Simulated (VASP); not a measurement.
# Te (P3_121) in VASP: settings compared

Aim: see how the results for Te move with the level of theory and the settings. Levels: PBE, PBE+D3(BJ), PBE+D4. Tasks: single point, relaxation of cell and atoms, relaxation of the atoms.

Program: VASP 6.6.1. These are calculated values, not measurements. Logs are shortened: lines on timing, memory, paths and dates and some standing lists are left out, and cuts for length are marked.

## (1) The cell of the first run

The structure is trigonal, space group P3_121 (No. 152). The conventional cell has a = 4.522 Å, b = 4.522 Å, c = 5.954 Å, α = 90.00°, β = 90.00°, γ = 120.00°. Te (site symmetry 2) has 6 Te at 2.89 to 3.51 Å within 3.8 Å.

## (2) Single point, PBE

Input file INCAR:

```
PREC = Accurate
ENCUT = 520
EDIFF = 1E-6
ISMEAR = -1
SIGMA = 0.05
LREAL = F
LASPH = T
NELM = 60
ALGO = Normal
ISIF = 2
LWAVE = F
LCHARG = T
GGA = PE
LELF = T
LVHAR = T
NBANDS = 16
```

Input file KPOINTS:

```
regular mesh
0
Gamma
  7 7 5
```

Input file POSCAR:

```
Te
1.0
    4.5219727872      0.0000000000      0.0000000000
   -2.2609863936      3.9161433090      0.0000000000
    0.0000000000      0.0000000000      5.9537835289
Te
3
Direct
    0.7319885379      0.7319885379      0.0000000000
    0.0000000000      0.2680114621      0.6666666667
    0.2680114621      0.0000000000      0.3333333333
```

Potentials or basis: VASP PAW PBE potentials, release 64 (Te).

On the command line:

```console
> cat potpaw_PBE.64/Te/POTCAR > POTCAR
> mpirun -np 1 vasp_std > vasp.out
```

OUTCAR:

```text
PREC = Accurate
   ENCUT = 520
   EDIFF = 1E-6
   ISMEAR = -1
   LREAL = F
   LASPH = T
   NELM = 60
   ISIF = 2
   GGA = PE

 ion  position               nearest neighbor table
   1  0.732  0.732  0.000-   3 2.89   2 2.89   3 3.51   2 3.51   2 3.51   3 3.51
   2  0.000  0.268  0.667-   1 2.89   3 2.89   1 3.51   1 3.51   3 3.51   3 3.51
   3  0.268  0.000  0.333-   1 2.89   2 2.89   1 3.51   1 3.51   2 3.51   2 3.51

  LATTYP: Found a hexagonal cell.
 ALAT       =     4.5219727872
 C/A-ratio  =     1.3166340907

  Lattice vectors:

 A1 = (   4.5219727872,   0.0000000000,   0.0000000000)
 A2 = (  -2.2609863936,   3.9161433090,   0.0000000000)
 A3 = (   0.0000000000,   0.0000000000,   5.9537835289)

Analysis of symmetry for initial positions (statically):
=====================================================================
 Subroutine PRICEL returns:
 Original cell was already a primitive cell.

 Routine SETGRP: Setting up the symmetry group for a
 hexagonal supercell.

 Subroutine GETGRP returns: Found  6 space group operations
 (whereof  2 operations were pure point group operations)
 out of a pool of 24 trial point group operations.

The static configuration has the point symmetry C_2 .
 The point group associated with its full space group is D_3 .

Analysis of symmetry for dynamics (positions and initial velocities):
=====================================================================
 Subroutine PRICEL returns:
 Original cell was already a primitive cell.

 Routine SETGRP: Setting up the symmetry group for a
 hexagonal supercell.

 Subroutine GETGRP returns: Found  6 space group operations
 (whereof  2 operations were pure point group operations)
 out of a pool of 24 trial point group operations.

The dynamic configuration has the point symmetry C_2 .
 The point group associated with its full space group is D_3 .

 Subroutine INISYM returns: Found  6 space group operations
 (whereof  2 operations are pure point group operations),
 and found     1 'primitive' translations

----------------------------------------------------------------------------------------

                                     Primitive cell

  volume of cell :     105.4337

  direct lattice vectors                    reciprocal lattice vectors
     4.521972787  0.000000000  0.000000000     0.221142419  0.127676635  0.000000000
    -2.260986394  3.916143309  0.000000000     0.000000000  0.255353270  0.000000000
     0.000000000  0.000000000  5.953783529     0.000000000  0.000000000  0.167960423

  length of vectors
     4.521972787  4.521972787  5.953783529     0.255353270  0.255353270  0.167960423

  position of ions in fractional coordinates (direct lattice)
     0.731988538  0.731988538  0.000000000
     1.000000000  0.268011462  0.666666667
     0.268011462  0.000000000  0.333333333

  ion indices of the primitive-cell ions
   primitive index   ion index
                 1           1
                 2           2
                 3           3

----------------------------------------------------------------------------------------

 KPOINTS: regular mesh

Automatic generation of k-mesh.
 Grid dimensions read from file:
 generate k-points for:    7    7    5

 Generating k-lattice:

  Cartesian coordinates                     Fractional coordinates (reciprocal lattice)
     0.031591774  0.018239519  0.000000000     0.142857143 -0.000000000  0.000000000
     0.000000000  0.036479039  0.000000000     0.000000000  0.142857143  0.000000000
     0.000000000  0.000000000  0.033592085     0.000000000  0.000000000  0.200000000

  Length of vectors
     0.036479039  0.036479039  0.033592085

  Shift w.r.t. Gamma in fractional coordinates (k-lattice)
     0.000000000  0.000000000  0.000000000

 Subroutine IBZKPT returns following result:
 ===========================================

 Found     32 irreducible k-points:

 Following reciprocal coordinates:
            Coordinates               Weight
  0.000000  0.000000  0.000000      1.000000
  0.142857  0.000000  0.000000      6.000000
  0.285714  0.000000  0.000000      6.000000
  0.428571  0.000000  0.000000      6.000000
  0.142857  0.142857  0.000000      6.000000
  0.285714  0.142857  0.000000     12.000000
[... 16 lines left out ...]
  0.000000  0.142857  0.400000      6.000000
  0.285714  0.000000  0.400000      6.000000
 [... further k-points ...]
   k-points           NKPTS =     32   k-points in BZ     NKDIM =     32   number of bands    NBANDS=     16
   number of dos      NEDOS =    301   number of ions     NIONS =      3
   total plane-waves  NPLWV =  62208
   dimension x,y,z NGX =    36 NGY =   36 NGZ =   48
   dimension x,y,z NGXF=    72 NGYF=   72 NGZF=   96
   ions per type =               3
   NGX,Y,Z   is equivalent  to a cutoff of  13.24, 13.24, 13.40 a.u.
   NGXF,Y,Z  is equivalent  to a cutoff of  26.47, 26.47, 26.81 a.u.
 SYSTEM =  unknown system
   PREC   = accura    normal or accurate (medium, high low for compatibility)
   ISTART =      0    job   : 0-new  1-cont  2-samecut
   ICHARG =      2    charge: 1-file 2-atom 10-const
   ISPIN  =      1    spin polarized calculation?
   LNONCOLLINEAR =      F non collinear calculations
   LSORBIT =      F    spin-orbit coupling
   LASPH  =      T    aspherical Exc in radial PAW
   ENCUT  =  520.0 eV  38.22 Ry    6.18 a.u.   8.41  8.41 11.07*2*pi/ulx,y,z
   NELM   =     60;   NELMIN=  2; NELMDL= -5     # of ELM steps
   EDIFF  = 0.1E-05   stopping-criterion for ELM
   LREAL  =      F    real-space projection
   EDIFFG = 0.1E-04   stopping-criterion for IOM
   NSW    =      0    number of steps for IOM
   IBRION =     -1    ionic relax: 0-MD 1-quasi-New 2-CG
   NFREE  =      0    steps in history (QN), initial steepest desc. (CG)
   ISIF   =      2    stress and relaxation
   ISYM   =      2    0-nonsym 1-usesym 2-fastsym
   POTIM  = 0.5000    time-step for ionic-motion
   TEBEG  =    0.0;   TEEND  =   0.0 temperature during run
   PSTRESS=    0.0 pullay stress
   NELECT =      18.0000    total number of electrons
   NUPDOWN=      -1.0000    fix difference up-down
   EMIN   =  10.00;   EMAX   =-10.00  energy-range for DOS
   EFERMI =   0.00;   METHOD = LEGACY
   ISMEAR =    -1;   SIGMA  =   0.05  broadening in eV -4-tet -1-fermi 0-gaus
   EFERMI_NEDOS =   21; number of points for ismear=-14 and -15
   IALGO  =     38    algorithm
   IMIX   =      4    mixing-type and parameters
     AMIX     =   0.40;   BMIX     =  1.00
     AMIX_MAG =   1.60;   BMIX_MAG =  1.00
  volume/ion in A,a.u.               =      35.14       237.17
  Fermi-wavevector in a.u.,A,eV,Ry     =   0.908181  1.716214 11.221990  0.824793
  Thomas-Fermi vector in A             =   2.032077
   LORBIT       =      0    0 simple, 1 ext, 2 COOP (PROOUT), +10 PAW based schemes
   GGA     = PE    functional components
   LHFCALC =     F    Hartree Fock is set to
   AEXX    =    0.0000 exact exchange contribution
   IVDW    =     0    specifies the selected vdW correction
   LEPSILON=     F    determine dielectric tensor
   LRPA    =     F    only Hartree local field effects (RPA)
 non-spin polarized calculation
  energy-cutoff  :      520.00
  volume of cell :      105.43
 maximum number of plane-waves:      2896
 NGX is ok and might be reduce to    36
   NGX = 17   NGY = 17   NGZ = 23

 number of electron      17.9999999 magnetization

 Free energy of the ion-electron system (eV)
  ---------------------------------------------------
  ext. energy  EPLUGINS =         0.00000000
  ---------------------------------------------------
  free energy    TOTEN  =        -9.43118545 eV

  energy without entropy =       -9.43109114  energy(sigma->0) =       -9.43113829

 E-fermi :   5.7058     XC(G=0):  -8.9148

 val. band max:        5.3609178426   @ k =   0.2857   0.2857   0.4000
 cond. band min:       5.9795188075   @ k =   0.0000   0.0000   0.4000
 fundamental gap:      0.6186009649
 Fermi energy:         5.7058252712

 k-point     1 :       0.0000    0.0000    0.0000
  band No.  band energies     occupation
      1      -7.8588      2.00000
      2      -4.6933      2.00000
      3      -4.6933      2.00000
      4       2.5335      2.00000
      5       2.7934      2.00000
      6       2.7934      2.00000
[... 8 lines left out ...]
     15      11.3968      0.00000
     16      11.8329      0.00000

 k-point     2 :       0.1429    0.0000    0.0000
  band No.  band energies     occupation
      1      -7.7304      2.00000
      2      -4.7438      2.00000
      3      -4.6645      2.00000
      4       1.7231      2.00000
      5       2.2573      2.00000
      6       2.5628      2.00000
[... 8 lines left out ...]
     15      11.6368      0.00000
     16      11.9693      0.00000

 k-point     3 :       0.2857    0.0000    0.0000
  band No.  band energies     occupation
      1      -7.3789      2.00000
      2      -4.9662      2.00000
      3      -4.5921      2.00000
      4       0.9898      2.00000
      5       1.6323      2.00000
      6       2.1474      2.00000
[... 8 lines left out ...]
     15      12.1829      0.00000
     16      12.9576      0.00000

 k-point     4 :       0.4286    0.0000    0.0000
  band No.  band energies     occupation
      1      -6.9695      2.00000
      2      -5.3252      2.00000
      3      -4.5268      2.00000
      4       0.8719      2.00000
      5       1.3047      2.00000
      6       1.9756      2.00000
[... 8 lines left out ...]
     15      13.5300      0.00000
     16      14.1539      0.00000

 k-point     5 :       0.1429    0.1429    0.0000
  band No.  band energies     occupation
      1      -7.4890      2.00000
      2      -4.8462      2.00000
      3      -4.6542      2.00000
      4       1.2232      2.00000
      5       1.4819      2.00000
      6       2.6398      2.00000
[... 8 lines left out ...]
     15      12.0792      0.00000
     16      12.6447      0.00000

 k-point     6 :       0.2857    0.1429    0.0000
  band No.  band energies     occupation
      1      -7.0896      2.00000
      2      -5.1104      2.00000
      3      -4.6580      2.00000
      4       0.9472      2.00000
      5       1.2078      2.00000
      6       2.2723      2.00000
[... 8 lines left out ...]
     15      12.9581      0.00000
     16      13.7530      0.00000

 k-point     7 :       0.4286    0.1429    0.0000
  band No.  band energies     occupation
      1      -6.8350      2.00000
      2      -5.3315      2.00000
      3      -4.6554      2.00000
      4       0.9842      2.00000
      5       1.2431      2.00000
      6       2.1858      2.00000
[... 8 lines left out ...]
     15      12.8921      0.00000
     16      14.1697      0.00000

 k-point     8 :       0.2857    0.2857    0.0000
  band No.  band energies     occupation
      1      -6.7878      2.00000
      2      -5.1530      2.00000
      3      -4.8990      2.00000
      4       1.1534      2.00000
      5       1.1638      2.00000
      6       2.3654      2.00000
[... 8 lines left out ...]
     15      12.3637      0.00000
     16      13.5103      0.00000

 k-point     9 :       0.0000    0.0000    0.2000
  band No.  band energies     occupation
      1      -7.7189      2.00000
      2      -5.7385      2.00000
      3      -3.6383      2.00000
      4       2.2908      2.00000
      5       2.6142      2.00000
      6       3.0422      2.00000
[... 8 lines left out ...]
     15      11.3075      0.00000
     16      11.6422      0.00000
[... 172 lines left out ...]
 k-point    19 :       0.4286    0.1429    0.2000
  band No.  band energies     occupation
      1      -6.7342      2.00000
      2      -5.5496      2.00000
      3      -4.5507      2.00000
      4       0.6905      2.00000
      5       1.0558      2.00000
      6       2.1146      2.00000
[... 8 lines left out ...]
     15      12.8315      0.00000
     16      13.3386      0.00000

 k-point    20 :       0.2857    0.2857    0.2000
  band No.  band energies     occupation
      1      -6.6859      2.00000
      2      -5.4930      2.00000
      3      -4.6506      2.00000
      4       0.6697      2.00000
      5       1.1581      2.00000
      6       1.9009      2.00000
[... 8 lines left out ...]
     15      12.4149      0.00000
     16      13.6972      0.00000

 k-point    21 :       0.0000    0.0000    0.4000
  band No.  band energies     occupation
      1      -7.3041      2.00000
      2      -6.6320      2.00000
      3      -2.8797      2.00000
      4       1.8147      2.00000
      5       2.8119      2.00000
      6       3.0030      2.00000
[... 8 lines left out ...]
     15      10.9732      0.00000
     16      12.6632      0.00000

 k-point    22 :       0.1429    0.0000    0.4000
  band No.  band energies     occupation
      1      -7.1915      2.00000
      2      -6.5323      2.00000
      3      -3.1339      2.00000
      4       1.7088      2.00000
      5       2.6044      2.00000
      6       2.8688      2.00000
[... 8 lines left out ...]
     15      11.2121      0.00000
     16      11.9348      0.00000

 k-point    23 :       0.0000    0.1429    0.4000
  band No.  band energies     occupation
      1      -7.1864      2.00000
      2      -6.5418      2.00000
      3      -3.1125      2.00000
      4       1.6341      2.00000
      5       2.3289      2.00000
      6       2.8037      2.00000
[... 8 lines left out ...]
     15      11.4163      0.00000
     16      12.1490      0.00000

 k-point    24 :       0.2857    0.0000    0.4000
  band No.  band energies     occupation
      1      -6.9039      2.00000
      2      -6.2568      2.00000
      3      -3.7630      2.00000
      4       1.1509      2.00000
      5       2.1420      2.00000
      6       2.3457      2.00000
[... 8 lines left out ...]
     15      11.5455      0.00000
     16      12.1527      0.00000

 [... further k-points ...]

------------------------ aborting loop because EDIFF is reached ----------------------------------------

  FORCE on cell =-STRESS in cart. coord.  units (eV):
  Direction    XX          YY          ZZ          XY          YZ          ZX
  --------------------------------------------------------------------------------------
  -------------------------------------------------------------------------------------
  Total        0.0021330      0.0021330      0.0018437     -0.0000000      0.0000000      0.0000000
  in kB        0.0324134      0.0324134      0.0280164     -0.0000000      0.0000000      0.0000000
  external PRESSURE =       0.0309478 kB  Pullay stress =       0.0000000 kB

 VOLUME and BASIS-vectors are now :
 -----------------------------------------------------------------------------
  energy-cutoff  :      520.00
  volume of cell :      105.43
      direct lattice vectors                 reciprocal lattice vectors
     4.521972787  0.000000000  0.000000000     0.221142419  0.127676635  0.000000000
    -2.260986394  3.916143309  0.000000000     0.000000000  0.255353270  0.000000000
     0.000000000  0.000000000  5.953783529     0.000000000  0.000000000  0.167960423

 POSITION                                       TOTAL-FORCE (eV/Angst)
 -----------------------------------------------------------------------------------
      1.65502      2.86657      0.00000        -0.003934     -0.006814     -0.000000
     -0.60597      1.04957      3.96919        -0.003934      0.006814      0.000000
      1.21194      0.00000      1.98459         0.007869      0.000000     -0.000000
 -----------------------------------------------------------------------------------
    total drift:                                0.000000     -0.000000      0.000000

  FREE ENERGIE OF THE ION-ELECTRON SYSTEM (eV)
  ---------------------------------------------------
  free  energy   TOTEN  =        -9.4311854452 eV

  energy  without entropy=       -9.4310911430  energy(sigma->0) =       -9.43113829
```

Run time: 90 s. Hardware: 1 thread of Intel Xeon 8259CL, shared host; peak memory 0.25 GiB.

Results:

```
Free energy            : -9.4312 eV
Pressure               : 0.0 GPa
Largest force          : 0.008 eV/Å
Band gap on the k mesh : 0.62 eV (least direct gap 0.80 eV)
```

Forces in eV/Å, atoms in the order of the input:
```
Te  -0.004 -0.007  0.000
Te  -0.004  0.007  0.000
Te   0.008  0.000  0.000
```

Caveat: semilocal functionals underestimate gaps, and a narrow one can read as zero; spin-orbit coupling is left out, which moves the levels of the heavy elements.

## (3) Relaxation of cell and atoms, PBE

This run uses another cell than the first one, of 33.93 Å³/atom.

Input file INCAR:

```
SYSTEM = Te
PREC = Accurate
ENCUT = 600
EDIFF = 1E-6
ISMEAR = -1
SIGMA = 0.05
LREAL = .False.
LASPH = .True.
NELM = 60
ALGO = Normal
ISIF = 3
LWAVE = .False.
LCHARG = .False.
GGA = PE
IBRION = 2
NSW = 60
EDIFFG = -0.01
```

Input file KPOINTS:

```
Automatic mesh
0
Gamma
  7 7 5
  0 0 0
```

Input file POSCAR:

```
Te
1.0
    4.4540000000      0.0000000000      0.0000000000
   -2.2270000000      3.8572771485      0.0000000000
    0.0000000000      0.0000000000      5.9240000000
Te
3
Direct
    0.7310000000      0.7310000000      0.0000000000
    0.0000000000      0.2690000000      0.6666666667
    0.2690000000      0.0000000000      0.3333333333
```

Potentials or basis: VASP PAW PBE potentials, release 64 (Te).

On the command line:

```console
> cat potpaw_PBE.64/Te/POTCAR > POTCAR
> mpirun -np 1 vasp_std > vasp.out
```

Wall time 5.3 min (1 thread of Intel Xeon 8259CL, shared host); peak memory 0.27 GiB.

The run converged. Its results:

| Item | Value |
| --- | --- |
| Free energy | -9.4311 eV |
| Relaxed volume | 35.10 Å³/atom |
| Relaxed cell | a = 4.519 Å, b = 4.519 Å, c = 5.955 Å, α = 90.00°, β = 90.00°, γ = 120.00° |
| Space group after relaxing (to 0.1 Å) | P3_121 (No. 152) |
| Energy gained by relaxing | 4.7 meV/atom |
| Ionic steps | 8 |
| Pressure after relaxing | 0.0 GPa |
| Largest force after relaxing | 0.008 eV/Å |
| Band gap on the k mesh | 0.60 eV (least direct gap 0.79 eV) |

Forces on the atoms (eV/Å):
```
Te   0.004  0.007  0.000
Te   0.004 -0.007  0.000
Te  -0.008  0.000  0.000
```

Step by step:
```
step  energy change (eV)  largest force (eV/Å)  pressure (GPa)  volume (Å³)
   1              0.0000                0.1601            1.45       101.78
   2             -0.0076                0.1054           -0.83       106.38
   3             -0.0133                0.0056            0.02       104.51
   4             -0.0135                0.0070            0.02       104.59
   5             -0.0139                0.0113            0.02       104.83
   6             -0.0139                0.0128            0.01       104.92
   7             -0.0140                0.0116            0.00       105.02
   8             -0.0140                0.0078           -0.03       105.31
```

Final structure:
```xyz
3
Lattice="4.5189 0.0000 0.0000 -2.2595 3.9135 0.0000 0.0000 0.0000 5.9548" Properties=species:S:1:pos:R:3 pbc="T T T"
Te    1.6520    2.8614    0.0000
Te   -0.6075    1.0521    3.9699
Te    1.2149    0.0000    1.9849
```

Levels at points of the mesh, in eV from the valence-band top:
| k point | band 6 | band 7 | band 8 | band 9 | band 10 | band 11 | band 12 | band 13 |
| --- | --- | --- | --- | --- | --- | --- | --- | --- |
| (0.00, 0.00, 0.00) | -2.56 | -1.47 | -1.47 | -0.66 | 1.14 | 1.14 | 1.70 | 5.20 |

Caveat: semilocal functionals underestimate gaps, and a narrow one can read as zero; spin-orbit coupling is left out, which moves the levels of the heavy elements. As with any semilocal functional, this PBE gap is likely too small.

(Part 1 of 3 ends here.)
